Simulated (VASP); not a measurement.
Here is a VASP 6.6.1 calculation.

File INCAR:

```
SYSTEM = ZrC
PREC = Accurate ; ENCUT = 520
EDIFF = 1E-6 ; ISMEAR = -1
SIGMA = 0.05 ; LREAL = .FALSE.
LASPH = .TRUE. ; NELM = 60
ALGO = Normal ; ISIF = 2
LWAVE = .FALSE. ; LCHARG = .FALSE.
GGA = PE ; NBANDS = 15
```

KPOINTS

```
regular mesh
0
G
  15 15 15
  0 0 0
```

POSCAR

```
ZrC
1.0
    0.0000000000      2.3963042514      2.3963042514
    2.3963042514      0.0000000000      2.3963042514
    2.3963042514      2.3963042514      0.0000000000
Zr C
1 1
Direct
    0.5000000000      0.5000000000      0.5000000000
    0.0000000000      0.0000000000      0.0000000000
```

Potentials or basis: VASP PAW PBE potentials, release 64 (Zr_sv, C).

The run is started by

```sh
$ cat potpaw_PBE.64/Zr_sv/POTCAR potpaw_PBE.64/C/POTCAR > POTCAR
$ mpirun -np 1 vasp_std > vasp.out
```

(1) Predict the band gap on the k mesh.

(2) Predict the pressure.

Answers

(1) zero (band 8 reaches 9.88 eV, above the bottom of band 9 at 8.60 eV).

(2) -10.4 GPa.
